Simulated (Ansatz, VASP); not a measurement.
**CdI2: VASP beside Ansatz**

Contents of INCAR:

```
PREC = Accurate
ENCUT = 500
EDIFF = 1E-6
ISMEAR = 0
SIGMA = 0.01
LREAL = False
LASPH = True
NELM = 120
ALGO = Normal
ISIF = 2
LWAVE = False
LCHARG = True
GGA = CA
LELF = True
LVHAR = True
NBANDS = 20
GGA_COMPAT = False
```

File KPOINTS:

```
regular mesh
0
Gamma
  4 4 3
```

POSCAR

```
CdI2
1.0
    4.2440000000      0.0000000000      0.0000000000
   -2.1220000000      3.6754118137      0.0000000000
    0.0000000000      0.0000000000      6.8590000000
Cd I
1 2
Direct
    0.0000000000      0.0000000000      0.0000000000
    0.3333333333      0.6666666667      0.2492000000
    0.6666666667      0.3333333333      0.7508000000
```

Input for Ansatz:

```yaml
crystal:
  lattice:
    a: 4.244
    b: 4.244
    c: 6.859
    alpha: 90.0
    beta: 90.0
    gamma: 120.0
  space_group: 164
  atoms:
    - { symbol: Cd, position: [0.0, 0.0, 0.0] }
    - { symbol: I, position: [0.3333333333333333, 0.6666666666666666, 0.2492] }
kpoints:
  mp_grid:
    grid: [4, 4, 3]
    shift: [0.0, 0.0, 0.0]
hamiltonian:
  xc: lda
  pseudopotentials:
    kind: paw
scf:
  occupations:
    method: fixed
output:
  forces: true
  stress: true
  eigenvalues: true
```

Alike in both runs: task single point; functional LDA; k mesh 4 × 4 × 3; no spin polarisation.

|  | VASP | Ansatz |
| --- | --- | --- |
| version | VASP 6.6.1 | Ansatz 0.2.0 |
| potentials or method | VASP PAW LDA potentials, release 64 (Cd, I) | plane waves, PAW |
| plane-wave cutoff (eV) | 500 | 420 |
| occupations | gaussian, width 0.01 eV | fixed |
| valence electrons in the cell | 26 | 54 |

|  | VASP | Ansatz | Ansatz less VASP |
| --- | --- | --- | --- |
| gap on the k mesh at the Fermi level (eV) | 2.25 | 2.24 | -0.010 |
| pressure (GPa) | -1.5 | -1.7 | -0.16 |
| traceless stress, the component that is largest in VASP (GPa) | -0.08 | -0.07 | +0.011 |
| rms of the force components (eV/Å) | 0.094 | 0.109 | +0.0153 |

LDA's correlation is that of Perdew and Zunger in VASP and of Perdew and Wang (1992) in Ansatz. Atom by atom the forces differ by 0.015 eV/Å (rms over components). VASP's potentials hold 26 valence electrons a cell and Ansatz's 54, so a difference there can come from the potentials and not from the codes.

The k mesh is coarse, so the values compare programs but aren't converged. Neither program's run includes spin-orbit coupling.
